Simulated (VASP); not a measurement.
# Al (P6_3/mmc) in VASP: notebook

Al is run at these levels: PBEsol; tasks: relaxation of cell and atoms.

All numbers are computed with VASP 6.6.1; they aren't measurements. Logs are shortened: lines on timing, memory, paths and dates and some standing lists are left out, and cuts for length are marked.

**1. The cell of the first run**

It takes space group P6_3/mmc (No. 194, hexagonal). The conventional cell has a = 2.812 Å, b = 2.812 Å, c = 4.867 Å, α = 90.00°, β = 90.00°, γ = 120.00°. Al (site symmetry -6m2) has 12 Al at 2.81 to 2.93 Å within 3.7 Å.

**2. Relaxation of cell and atoms, PBEsol, target pressure -2 GPa, at which the enthalpy is minimised**

INCAR

```
PREC = Accurate ; ENCUT = 600
EDIFF = 1E-6 ; ISMEAR = 1
SIGMA = 0.05 ; LREAL = False
LASPH = True ; NELM = 80
ALGO = Normal ; ISIF = 3
LWAVE = False ; LCHARG = False
GGA = PS ; IBRION = 2
NSW = 100 ; EDIFFG = -0.03
PSTRESS = -20.0
```

KPOINTS

```
Automatic mesh
0
Gamma
  14 14 7
```

POSCAR

```
Al
1.0
    2.8124550000      0.0000000000      0.0000000000
   -1.4062275000      2.4356574770      0.0000000000
    0.0000000000      0.0000000000      4.8668500000
Al
2
Direct
    0.6666666667      0.3333333333      0.7500000000
    0.3333333333      0.6666666667      0.2500000000
```

Potentials or basis: VASP PAW PBE potentials, release 64 (Al).

Run with:

```sh
$ cat potpaw_PBE.64/Al/POTCAR > POTCAR
$ mpirun -np 1 vasp_std > vasp.out
```

OUTCAR:

```text
PREC = Accurate
   ENCUT = 600
   EDIFF = 1E-6
   ISMEAR = 1
   LREAL = False
   LASPH = True
   NELM = 80
   ISIF = 3
   GGA = PS
   IBRION = 2
   NSW = 100
   EDIFFG = -0.03
   PSTRESS = -20.0

 ion  position               nearest neighbor table
   1  0.667  0.333  0.750-   2 2.93   2 2.93   2 2.93   2 2.93   2 2.93   2 2.93
   2  0.333  0.667  0.250-   1 2.93   1 2.93   1 2.93   1 2.93   1 2.93   1 2.93

  LATTYP: Found a hexagonal cell.
 ALAT       =     2.8124550000
 C/A-ratio  =     1.7304632430

  Lattice vectors:

 A1 = (   2.8124550000,   0.0000000000,   0.0000000000)
 A2 = (  -1.4062275000,   2.4356574770,   0.0000000000)
 A3 = (   0.0000000000,   0.0000000000,   4.8668500000)

Analysis of symmetry for initial positions (statically):
=====================================================================
 Subroutine PRICEL returns:
 Original cell was already a primitive cell.

 Routine SETGRP: Setting up the symmetry group for a
 hexagonal supercell.

 Subroutine GETGRP returns: Found 24 space group operations
 (whereof 12 operations were pure point group operations)
 out of a pool of 24 trial point group operations.

The static configuration has the point symmetry D_3d.
 The point group associated with its full space group is D_6h.

Analysis of symmetry for dynamics (positions and initial velocities):
=====================================================================
 Subroutine PRICEL returns:
 Original cell was already a primitive cell.

 Routine SETGRP: Setting up the symmetry group for a
 hexagonal supercell.

 Subroutine GETGRP returns: Found 24 space group operations
 (whereof 12 operations were pure point group operations)
 out of a pool of 24 trial point group operations.

The dynamic configuration has the point symmetry D_3d.
 The point group associated with its full space group is D_6h.

 Subroutine INISYM returns: Found 24 space group operations
 (whereof 12 operations are pure point group operations),
 and found     1 'primitive' translations

----------------------------------------------------------------------------------------

                                     Primitive cell

  volume of cell :      33.3388

  direct lattice vectors                    reciprocal lattice vectors
     2.812455000  0.000000000  0.000000000     0.355561245  0.205283380  0.000000000
    -1.406227500  2.435657477  0.000000000     0.000000000  0.410566760  0.000000000
     0.000000000  0.000000000  4.866850000     0.000000000  0.000000000  0.205471712

  length of vectors
     2.812455000  2.812455000  4.866850000     0.410566760  0.410566760  0.205471712

  position of ions in fractional coordinates (direct lattice)
     0.666666667  0.333333333  0.750000000
     0.333333333  0.666666667  0.250000000

  ion indices of the primitive-cell ions
   primitive index   ion index
                 1           1
                 2           2

----------------------------------------------------------------------------------------

 KPOINTS: Automatic mesh

Automatic generation of k-mesh.
 Grid dimensions read from file:
 generate k-points for:   14   14    7

 Generating k-lattice:

  Cartesian coordinates                     Fractional coordinates (reciprocal lattice)
     0.025397232  0.014663099  0.000000000     0.071428571  0.000000000  0.000000000
     0.000000000  0.029326197  0.000000000     0.000000000  0.071428571  0.000000000
     0.000000000  0.000000000  0.029353102     0.000000000  0.000000000  0.142857143

  Length of vectors
     0.029326197  0.029326197  0.029353102

  Shift w.r.t. Gamma in fractional coordinates (k-lattice)
     0.000000000  0.000000000  0.000000000

 Subroutine IBZKPT returns following result:
 ===========================================

 Found     96 irreducible k-points:

 Following reciprocal coordinates:
            Coordinates               Weight
  0.000000  0.000000  0.000000      1.000000
  0.071429 -0.000000  0.000000      6.000000
  0.142857 -0.000000  0.000000      6.000000
  0.214286  0.000000  0.000000      6.000000
  0.285714  0.000000  0.000000      6.000000
  0.357143  0.000000  0.000000      6.000000
[... 16 lines left out ...]
  0.285714  0.285714  0.000000      6.000000
  0.357143  0.285714  0.000000      6.000000
 [... further k-points ...]
   k-points           NKPTS =     96   k-points in BZ     NKDIM =     96   number of bands    NBANDS=      7
   number of dos      NEDOS =    301   number of ions     NIONS =      2
   total plane-waves  NPLWV =  23040
   dimension x,y,z NGX =    24 NGY =   24 NGZ =   40
   dimension x,y,z NGXF=    48 NGYF=   48 NGZF=   80
   ions per type =               2
   NGX,Y,Z   is equivalent  to a cutoff of  14.19, 14.19, 13.66 a.u.
   NGXF,Y,Z  is equivalent  to a cutoff of  28.37, 28.37, 27.33 a.u.
 SYSTEM =  unknown system
   PREC   = accura    normal or accurate (medium, high low for compatibility)
   ISTART =      0    job   : 0-new  1-cont  2-samecut
   ICHARG =      2    charge: 1-file 2-atom 10-const
   ISPIN  =      1    spin polarized calculation?
   LNONCOLLINEAR =      F non collinear calculations
   LSORBIT =      F    spin-orbit coupling
   LASPH  =      T    aspherical Exc in radial PAW
   ENCUT  =  600.0 eV  44.10 Ry    6.64 a.u.   5.62  5.62  9.72*2*pi/ulx,y,z
   NELM   =     80;   NELMIN=  2; NELMDL= -5     # of ELM steps
   EDIFF  = 0.1E-05   stopping-criterion for ELM
   LREAL  =      F    real-space projection
   EDIFFG = -.3E-01   stopping-criterion for IOM
   NSW    =    100    number of steps for IOM
   IBRION =      2    ionic relax: 0-MD 1-quasi-New 2-CG
   NFREE  =      1    steps in history (QN), initial steepest desc. (CG)
   ISIF   =      3    stress and relaxation
   ISYM   =      2    0-nonsym 1-usesym 2-fastsym
   POTIM  = 0.5000    time-step for ionic-motion
   TEBEG  =    0.0;   TEEND  =   0.0 temperature during run
   PSTRESS=  -20.0 pullay stress
   NELECT =       6.0000    total number of electrons
   NUPDOWN=      -1.0000    fix difference up-down
   EMIN   =  10.00;   EMAX   =-10.00  energy-range for DOS
   EFERMI =   0.00;   METHOD = LEGACY
   ISMEAR =     1;   SIGMA  =   0.05  broadening in eV -4-tet -1-fermi 0-gaus
   EFERMI_NEDOS =   21; number of points for ismear=-14 and -15
   IALGO  =     38    algorithm
   IMIX   =      4    mixing-type and parameters
     AMIX     =   0.40;   BMIX     =  1.00
     AMIX_MAG =   1.60;   BMIX_MAG =  1.00
  volume/ion in A,a.u.               =      16.67       112.49
  Fermi-wavevector in a.u.,A,eV,Ry     =   0.924291  1.746656 11.623642  0.854314
  Thomas-Fermi vector in A             =   2.050021
   LORBIT       =      0    0 simple, 1 ext, 2 COOP (PROOUT), +10 PAW based schemes
   GGA     = PS    functional components
   LHFCALC =     F    Hartree Fock is set to
   AEXX    =    0.0000 exact exchange contribution
   IVDW    =     0    specifies the selected vdW correction
   LEPSILON=     F    determine dielectric tensor
   LRPA    =     F    only Hartree local field effects (RPA)
 conjugate gradient relaxation of ions
 non-spin polarized calculation
 Methfessel and Paxton  Order N= 1 SIGMA  =   0.05
  energy-cutoff  :      600.00
  volume of cell :       33.34
 maximum number of plane-waves:      1135
 NGX is ok and might be reduce to    24
   NGX = 11   NGY = 11   NGZ = 19

--------------------------------------- Ionic step        1  -------------------------------------------

 number of electron       6.0000000 magnetization

 Free energy of the ion-electron system (eV)
  ---------------------------------------------------
  ext. energy  EPLUGINS =         0.00000000
  ---------------------------------------------------
  free energy    TOTEN  =        -8.11256815 eV

  energy without entropy =       -8.11253404  energy(sigma->0) =       -8.11255678

------------------------ aborting loop because EDIFF is reached ----------------------------------------

  FORCE on cell =-STRESS in cart. coord.  units (eV):
  Direction    XX          YY          ZZ          XY          YZ          ZX
  --------------------------------------------------------------------------------------
  -------------------------------------------------------------------------------------
  Total       -0.1019989     -0.1019989     -0.6626871      0.0000000      0.0000000      0.0000000
  in kB       -4.9018067     -4.9018067    -31.8470600      0.0000000      0.0000000      0.0000000
  external PRESSURE =       6.1164422 kB  Pullay stress =     -20.0000000 kB
[... 175 lines left out ...]
  enthalpy is  TOTEN    =        -8.5321333588 eV   P V=       -0.4219038936

--------------------------------------- Ionic step        6  -------------------------------------------

 number of electron       6.0000000 magnetization

 Free energy of the ion-electron system (eV)
  ---------------------------------------------------
  ext. energy  EPLUGINS =         0.00000000
  ---------------------------------------------------
  free energy    TOTEN  =        -8.11345724 eV

  energy without entropy =       -8.11347226  energy(sigma->0) =       -8.11346224

 E-fermi :   7.8039     XC(G=0): -10.1946

 val. band max:        7.7519695051   @ k =   0.2143   0.2143   0.1429
 cond. band min:       7.8221459330   @ k =   0.1429   0.0714   0.2857
 fundamental gap:      0.0701764279
 Fermi energy:         7.8039168215

 k-point     1 :       0.0000    0.0000    0.0000
  band No.  band energies     occupation
      1      -3.2432      2.00000
      2       3.0212      2.00000
      3       3.0838      2.00000
      4      18.7100      0.00000
      5      18.7100      0.00000
      6      19.0441      0.00000
      7      19.3084      0.00000
[... 221 lines left out ...]
 k-point    24 :       0.3571    0.2857    0.0000
  band No.  band energies     occupation
      1       4.0749      2.00000
      2       4.2043      2.00000
      3       5.7675      2.00000
      4       9.7420      0.00000
      5       9.7888      0.00000
      6      10.3885      0.00000
      7      11.0854      0.00000

 [... further k-points ...]

------------------------ aborting loop because EDIFF is reached ----------------------------------------

  FORCE on cell =-STRESS in cart. coord.  units (eV):
  Direction    XX          YY          ZZ          XY          YZ          ZX
  --------------------------------------------------------------------------------------
  -------------------------------------------------------------------------------------
  Total       -0.4701414     -0.4701414     -0.3771484      0.0000000     -0.0000000      0.0000000
  in kB      -22.4341245    -22.4341245    -17.9967018      0.0000000     -0.0000000      0.0000000
  external PRESSURE =      -0.9549836 kB  Pullay stress =     -20.0000000 kB
[... 17 lines left out ...]
  FREE ENERGIE OF THE ION-ELECTRON SYSTEM (eV)
  ---------------------------------------------------
  free  energy   TOTEN  =        -8.1134572358 eV

  energy  without entropy=       -8.1134722577  energy(sigma->0) =       -8.11346224

  enthalpy is  TOTEN    =        -8.5325878069 eV   P V=       -0.4191305711

 reached required accuracy - stopping structural energy minimisation
```

It took 62 s on 1 thread of Intel Xeon Platinum 8488C (Sapphire Rapids), shared host; peak memory 0.16 GiB.

What came out:

* Free energy: -8.1135 eV
* Relaxed volume: 16.79 Å³/atom
* Relaxed cell: a = 2.843 Å, b = 2.843 Å, c = 4.797 Å, α = 90.00°, β = 90.00°, γ = 120.00°
* Space group after relaxing (to 0.05 Å): P6_3/mmc (No. 194)
* Energy change on relaxing (the enthalpy is what falls): -0.4 meV/atom
* Ionic steps: 6
* Pressure after relaxing: -2.1 GPa
* Band gap on the k mesh: zero (band 3 reaches 10.56 eV, above the bottom of band 4 at 4.92 eV)

Step by step:
```
step  energy change (eV)  largest force (eV/Å)  pressure (GPa)  volume (Å³)
   1              0.0000                0.0000           -1.39        33.34
   2              0.0008                0.0000           -2.07        33.64
   3              0.0019                0.0000           -2.37        33.76
   4              0.0059                0.0000           -2.93        33.98
   5              0.0023                0.0000           -2.49        33.80
   6             -0.0009                0.0000           -2.10        33.58
```

Final structure:
```yaml
crystal:
  lattice:
    - [2.84296, 0.00000, 0.00000]
    - [-1.42148, 2.46208, 0.00000]
    - [0.00000, 0.00000, 4.79686]
  atoms:
    - { symbol: Al, position: [0.66667, 0.33333, 0.75000] }
    - { symbol: Al, position: [0.33333, 0.66667, 0.25000] }
```

Caveat: the cell is relaxed towards a set pressure, so the enthalpy falls and the energy may rise; the PAW data sets were made with another functional, which shifts forces and pressure a little.

(Continued in part 2 of 3.)
